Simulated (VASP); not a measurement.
Wanted: the native input for a VASP 6.6.1 run.

```yaml
Task: single point
Functional: PBEsol
Potentials_or_basis: VASP PAW PBE potentials, release 64 (Si)
Cutoff: 500 eV
k_mesh: 10 × 10 × 10
Occupations: gaussian, width 0.01 eV
Spin: no spin polarisation
Dipole_correction: no
Further_INCAR_settings: ALGO = Normal; EDIFF = 1e-06; NBANDS = 11
```

The structure of Si lies in POSCAR:

```
Si
1.0
    0.0000000000      2.7167315409      2.7167315409
    2.7167315409      0.0000000000      2.7167315409
    2.7167315409      2.7167315409      0.0000000000
Si
2
Direct
    0.0000000000      0.0000000000      0.0000000000
    0.2500000000      0.2500000000      0.2500000000
```

The input as run:

INCAR

```
SYSTEM = Si
  ALGO = Normal
  EDIFF = 1E-6
  ENCUT = 500
  GGA = PS
  GGA_COMPAT = .FALSE.
  ISIF = 2
  ISMEAR = 0
  LASPH = .TRUE.
  LCHARG = .FALSE.
  LREAL = .FALSE.
  LWAVE = .FALSE.
  NBANDS = 11
  NELM = 120
  PREC = Accurate
  SIGMA = 0.01
```

KPOINTS

```
k-points
0
G
  10 10 10
  0 0 0
```

Potentials or basis: VASP PAW PBE potentials, release 64 (Si).

The run is started by

```console
$ cat potpaw_PBE.64/Si/POTCAR > POTCAR
$ mpirun -np 1 vasp_std > vasp.out
```

It gave:

The pressure is 0.1 GPa. The band gap on the k mesh is 0.47 eV, indirect (least direct gap 2.52 eV).

Caveat: the PAW data sets were made with another functional, which shifts forces and pressure a little.

Run time: 6.4 s on 1 thread of Intel(R) Xeon(R) 6975P-C (Granite Rapids) (shared host), peak memory 0.15 GiB.
